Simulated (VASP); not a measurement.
# Al2O3 (Pnnm) in VASP: further runs, part 2 of 2

VASP 6.6.1. The steps go on from the part before.

## 3. Single point, r2SCAN (strain -0.0200 x Voigt [1, -1, 0, 0, 0, 0])

Input file POSCAR:

```
Al2O3
1.0
    4.5363757269      0.0000000000      0.0000000000
    0.0000000000      9.8009758604      0.0000000000
    0.0000000000      0.0000000000      2.9954281823
Al O
4 6
Direct
    0.4149577251      0.3307998761      0.5000000000
    0.5850422749      0.6692001239      0.5000000000
    0.9149577251      0.1692001239      0.0000000000
    0.0850422749      0.8307998761      0.0000000000
    0.7326465181      0.2226010545      0.5000000000
    0.0000000000      0.0000000000      0.0000000000
    0.7673534819      0.7226010545      0.0000000000
    0.2326465181      0.2773989455      0.0000000000
    0.2673534819      0.7773989455      0.5000000000
    0.5000000000      0.5000000000      0.5000000000
```

Input file INCAR.step1:

```
PREC = Accurate
ENCUT = 520
ISMEAR = 0
SIGMA = 0.05
LREAL = F
LASPH = T
NELM = 60
NBANDS = 35
GGA = PE
ALGO = Normal
EDIFF = 1E-4
LWAVE = T
LCHARG = F
```

Input file INCAR.step2:

```
PREC = Accurate
ENCUT = 520
EDIFF = 1E-7
ISMEAR = 0
SIGMA = 0.05
LREAL = F
LASPH = T
NELM = 60
ALGO = Normal
ISIF = 2
LWAVE = F
LCHARG = F
METAGGA = R2SCAN
LMIXTAU = T
NBANDS = 35
ISTART = 1
```

Input file KPOINTS:

```
regular mesh
0
Gamma
  6 4 8
```

Potentials or basis: VASP PAW PBE potentials, release 64 (Al, O).

The run is started by

```
> cat potpaw_PBE.64/Al/POTCAR potpaw_PBE.64/O/POTCAR > POTCAR
> cp INCAR.step1 INCAR
> mpirun -np 1 vasp_std > vasp.out
> cp INCAR.step2 INCAR
> mpirun -np 1 vasp_std > vasp.out
```

OUTCAR:

```text
PREC = Accurate
   ENCUT = 520
   EDIFF = 1E-7
   ISMEAR = 0
   LREAL = F
   LASPH = T
   NELM = 60
   ISIF = 2
   METAGGA = R2SCAN
   ISTART = 1

 ion  position               nearest neighbor table
   1  0.415  0.331  0.500-  10 1.70   8 1.79   8 1.79   5 1.79   3 3.15   3 3.15   3 3.15   3 3.15

   2  0.585  0.669  0.500-  10 1.70   7 1.79   7 1.79   9 1.79   4 3.15   4 3.15   4 3.15   4 3.15

   3  0.915  0.169  0.000-   6 1.70   5 1.79   5 1.79   8 1.79   1 3.15   1 3.15   1 3.15   1 3.15

   4  0.085  0.831  0.000-   6 1.70   9 1.79   9 1.79   7 1.79   2 3.15   2 3.15   2 3.15   2 3.15

   5  0.733  0.223  0.500-   3 1.79   3 1.79   1 1.79
   6  0.000  0.000  0.000-   3 1.70   4 1.70
   7  0.767  0.723  0.000-   2 1.79   2 1.79   4 1.79
   8  0.233  0.277  0.000-   1 1.79   1 1.79   3 1.79
   9  0.267  0.777  0.500-   4 1.79   4 1.79   2 1.79
  10  0.500  0.500  0.500-   1 1.70   2 1.70

  LATTYP: Found a simple orthorhombic cell.
 ALAT       =     2.9954281823
 B/A-ratio  =     1.5144331464
 C/A-ratio  =     3.2719782495

  Lattice vectors:

 A1 = (   0.0000000000,   0.0000000000,   2.9954281823)
 A2 = (   4.5363757269,   0.0000000000,   0.0000000000)
 A3 = (   0.0000000000,   9.8009758604,   0.0000000000)

Analysis of symmetry for initial positions (statically):
=====================================================================
 Subroutine PRICEL returns:
 Original cell was already a primitive cell.

 Routine SETGRP: Setting up the symmetry group for a
 simple orthorhombic supercell.

 Subroutine GETGRP returns: Found  8 space group operations
 (whereof  4 operations were pure point group operations)
 out of a pool of  8 trial point group operations.

The static configuration has the point symmetry C_2h.
 The point group associated with its full space group is D_2h.

Analysis of symmetry for dynamics (positions and initial velocities):
=====================================================================
 Subroutine PRICEL returns:
 Original cell was already a primitive cell.

 Routine SETGRP: Setting up the symmetry group for a
 simple orthorhombic supercell.

 Subroutine GETGRP returns: Found  8 space group operations
 (whereof  4 operations were pure point group operations)
 out of a pool of  8 trial point group operations.

The dynamic configuration has the point symmetry C_2h.
 The point group associated with its full space group is D_2h.

 Subroutine INISYM returns: Found  8 space group operations
 (whereof  4 operations are pure point group operations),
 and found     1 'primitive' translations

----------------------------------------------------------------------------------------

                                     Primitive cell

  volume of cell :     133.1795

  direct lattice vectors                    reciprocal lattice vectors
     4.536375727  0.000000000  0.000000000     0.220440294  0.000000000  0.000000000
     0.000000000  9.800975860  0.000000000     0.000000000  0.102030656  0.000000000
     0.000000000  0.000000000  2.995428182     0.000000000  0.000000000  0.333842088

  length of vectors
[... 78 lines left out ...]
  0.500000  0.500000  0.125000      2.000000
 [... further k-points ...]
   k-points           NKPTS =     60   k-points in BZ     NKDIM =     60   number of bands    NBANDS=     35
   number of dos      NEDOS =    301   number of ions     NIONS =     10
   total plane-waves  NPLWV =  69120
   dimension x,y,z NGX =    36 NGY =   80 NGZ =   24
   dimension x,y,z NGXF=    72 NGYF=  160 NGZF=   48
   ions per type =               4   6
   NGX,Y,Z   is equivalent  to a cutoff of  13.19, 13.57, 13.32 a.u.
   NGXF,Y,Z  is equivalent  to a cutoff of  26.39, 27.14, 26.64 a.u.
 SYSTEM =  unknown system
   PREC   = accura    normal or accurate (medium, high low for compatibility)
   ISTART =      1    job   : 0-new  1-cont  2-samecut
   ICHARG =      0    charge: 1-file 2-atom 10-const
   ISPIN  =      1    spin polarized calculation?
   LNONCOLLINEAR =      F non collinear calculations
   LSORBIT =      F    spin-orbit coupling
   LASPH  =      T    aspherical Exc in radial PAW
   ENCUT  =  520.0 eV  38.22 Ry    6.18 a.u.   8.43 18.22  5.57*2*pi/ulx,y,z
   NELM   =     60;   NELMIN=  2; NELMDL=  0     # of ELM steps
   EDIFF  = 0.1E-06   stopping-criterion for ELM
   LREAL  =      F    real-space projection
   EDIFFG = 0.1E-05   stopping-criterion for IOM
   NSW    =      0    number of steps for IOM
   IBRION =     -1    ionic relax: 0-MD 1-quasi-New 2-CG
   NFREE  =      0    steps in history (QN), initial steepest desc. (CG)
   ISIF   =      2    stress and relaxation
   ISYM   =      2    0-nonsym 1-usesym 2-fastsym
   POTIM  = 0.5000    time-step for ionic-motion
   TEBEG  =    0.0;   TEEND  =   0.0 temperature during run
   PSTRESS=    0.0 pullay stress
   NELECT =      48.0000    total number of electrons
   NUPDOWN=      -1.0000    fix difference up-down
   EMIN   =  10.00;   EMAX   =-10.00  energy-range for DOS
   EFERMI =   0.00;   METHOD = LEGACY
   ISMEAR =     0;   SIGMA  =   0.05  broadening in eV -4-tet -1-fermi 0-gaus
   EFERMI_NEDOS =   21; number of points for ismear=-14 and -15
   IALGO  =     38    algorithm
   IMIX   =      4    mixing-type and parameters
     AMIX     =   0.40;   BMIX     =  1.00
     AMIX_MAG =   1.60;   BMIX_MAG =  1.00
  volume/ion in A,a.u.               =      13.32        89.87
  Fermi-wavevector in a.u.,A,eV,Ry     =   1.165045  2.201616 18.467605  1.357331
  Thomas-Fermi vector in A             =   2.301576
   LORBIT       =      0    0 simple, 1 ext, 2 COOP (PROOUT), +10 PAW based schemes
   METAGGA = R2SCAN    functional components
   LHFCALC =     F    Hartree Fock is set to
   AEXX    =    0.0000 exact exchange contribution
   IVDW    =     0    specifies the selected vdW correction
   LEPSILON=     F    determine dielectric tensor
   LRPA    =     F    only Hartree local field effects (RPA)
 non-spin polarized calculation
 Gauss-broadening in eV      SIGMA  =   0.05
  energy-cutoff  :      520.00
  volume of cell :      133.18
 maximum number of plane-waves:      3616
 NGX is ok and might be reduce to    36
   NGX = 17   NGY = 37   NGZ = 11

 number of electron      48.0000003 magnetization

 Free energy of the ion-electron system (eV)
  ---------------------------------------------------
  ext. energy  EPLUGINS =         0.00000000
  ---------------------------------------------------
  free energy    TOTEN  =       -94.83516721 eV

  energy without entropy =      -94.83516721  energy(sigma->0) =      -94.83516721

 E-fermi :   2.3512     XC(G=0):  -9.3937

 val. band max:        2.0376224899   @ k =   0.0000   0.0000   0.0000
 cond. band min:       5.9506782400   @ k =   0.0000   0.0000   0.0000
 fundamental gap:      3.9130557501
 Fermi energy:         2.3512155607

 k-point     1 :       0.0000    0.0000    0.0000
  band No.  band energies     occupation
      1     -18.4911      2.00000
      2     -18.4337      2.00000
      3     -17.2074      2.00000
      4     -17.1936      2.00000
      5     -15.4889      2.00000
      6     -15.3813      2.00000
[... 901 lines left out ...]
     34      13.6618      0.00000
     35      14.1208      0.00000

 [... further k-points ...]

------------------------ aborting loop because EDIFF is reached ----------------------------------------

  FORCE on cell =-STRESS in cart. coord.  units (eV):
  Direction    XX          YY          ZZ          XY          YZ          ZX
  --------------------------------------------------------------------------------------
  -------------------------------------------------------------------------------------
  Total        1.5707989     -5.6628338      1.0613866      0.0000000      0.0000000      0.0000000
  in kB       18.8970460    -68.1250993     12.7687074      0.0000000      0.0000000      0.0000000
  external PRESSURE =     -12.1531153 kB  Pullay stress =       0.0000000 kB

 VOLUME and BASIS-vectors are now :
 -----------------------------------------------------------------------------
  energy-cutoff  :      520.00
  volume of cell :      133.18
      direct lattice vectors                 reciprocal lattice vectors
     4.536375727  0.000000000  0.000000000     0.220440294  0.000000000  0.000000000
     0.000000000  9.800975860  0.000000000     0.000000000  0.102030656  0.000000000
     0.000000000  0.000000000  2.995428182     0.000000000  0.000000000  0.333842088

 POSITION                                       TOTAL-FORCE (eV/Angst)
 -----------------------------------------------------------------------------------
      1.88240      3.24216      1.49771         0.105050      0.872676      0.000000
      2.65397      6.55881      1.49771        -0.105050     -0.872676      0.000000
      4.15059      1.65833      0.00000         0.105050     -0.872676      0.000000
      0.38578      8.14265      0.00000        -0.105050      0.872676      0.000000
      3.32356      2.18171      1.49771         0.050894     -0.056730      0.000000
      0.00000      0.00000      0.00000         0.000000      0.000000      0.000000
      3.48100      7.08220      0.00000        -0.050894     -0.056730      0.000000
      1.05537      2.71878      0.00000         0.050894      0.056730      0.000000
      1.21282      7.61927      1.49771        -0.050894      0.056730      0.000000
      2.26819      4.90049      1.49771         0.000000      0.000000      0.000000
 -----------------------------------------------------------------------------------
    total drift:                               -0.000000      0.000000      0.000000

  FREE ENERGIE OF THE ION-ELECTRON SYSTEM (eV)
  ---------------------------------------------------
  free  energy   TOTEN  =       -94.8351672088 eV

  energy  without entropy=      -94.8351672088  energy(sigma->0) =      -94.83516721
```

Run time: 27 min. Hardware: 1 thread of Oxide Virtual Turin-like, shared host; peak memory 0.36 GiB.

What came out:

| Quantity | Value |
| --- | --- |
| Free energy | -94.8352 eV |
| Pressure | -1.2 GPa |
| Largest force | 0.879 eV/Å |
| Band gap on the k mesh | 3.91 eV |

Forces in eV/Å, atoms in the order of the input:
```
Al   0.105  0.873  0.000
Al  -0.105 -0.873  0.000
Al   0.105 -0.873  0.000
Al  -0.105  0.873  0.000
O    0.051 -0.057  0.000
O    0.000  0.000  0.000
O   -0.051 -0.057  0.000
O    0.051  0.057  0.000
O   -0.051  0.057  0.000
O    0.000  0.000  0.000
```

Levels at points of the mesh, in eV from the valence-band top:
```csv
k point,band 21,band 22,band 23,band 24,band 25,band 26,band 27,band 28
"(0.00, 0.00, 0.00)",-1.35,-0.71,-0.05,0.00,3.91,5.82,6.66,6.94
"(0.50, 0.00, 0.00)",-1.18,-1.18,-0.02,-0.02,6.46,6.46,7.25,7.25
"(0.00, 0.50, 0.00)",-1.00,-1.00,-0.03,-0.03,4.63,4.63,7.20,7.20
"(0.50, 0.50, 0.00)",-1.12,-1.12,-0.02,-0.02,6.47,6.47,6.97,6.97
"(0.00, 0.00, 0.50)",-1.64,-1.64,-0.79,-0.79,7.50,7.50,7.96,7.96
"(0.50, 0.00, 0.50)",-1.72,-1.72,-0.87,-0.87,7.49,7.49,8.98,8.98
"(0.00, 0.50, 0.50)",-1.71,-1.71,-0.72,-0.72,7.33,7.33,8.39,8.39
"(0.50, 0.50, 0.50)",-1.73,-1.73,-0.92,-0.92,7.65,7.65,8.77,8.77
```

Caveat: the cell differs from its parent crystal (strain -0.0200 x Voigt [1, -1, 0, 0, 0, 0]); the stress differs along the axes, from -7 to 2 GPa; the PAW data sets were made with another functional, which shifts forces and pressure a little. A k mesh can miss the band edges.
